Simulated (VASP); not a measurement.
Input of a VASP 6.6.1 run:

File INCAR:

```
PREC = Accurate ; ENCUT = 520
EDIFF = 1E-7 ; ISMEAR = 1
SIGMA = 0.1 ; LREAL = False
LASPH = True ; NELM = 150
ALGO = Fast ; ISIF = 2
LWAVE = False ; LCHARG = False
LNONCOLLINEAR = True ; MAGMOM = 0.6 0 0
LORBIT = 11 ; LMAXMIX = 4
GGA = B5 ; ALDAX = 1.0
AGGAX = 1.0 ; AGGAC = 1.0
ALDAC = 0.0 ; NBANDS = 22
```

The input KPOINTS:

```
Automatic mesh
0
Gamma
  10 10 10
```

Contents of POSCAR:

```
Cu
1.0
   -1.4133402940      1.4133402940      1.3479902729
    1.4133402940     -1.4133402940      1.3479902729
    1.4133402940      1.4133402940     -1.3479902729
Cu
1
Direct
    0.0000000000      0.0000000000      0.0000000000
```

Potentials or basis: VASP PAW PBE potentials, release 64 (Cu).

The run is started by

```bash
$ cat potpaw_PBE.64/Cu/POTCAR > POTCAR
$ mpirun -np 1 vasp_ncl > vasp.out
```

Estimate the pressure.

30.1 GPa.

What does it give for the net moment?

0.00 μB per cell.

Stress tensor (GPa, compression positive):
```
30.65  0.00  0.00
 0.00 30.65  0.00
 0.00  0.00 28.95
```

Caveat: the cell stands under pressure; the PAW data sets were made with another functional, which shifts forces and pressure a little.
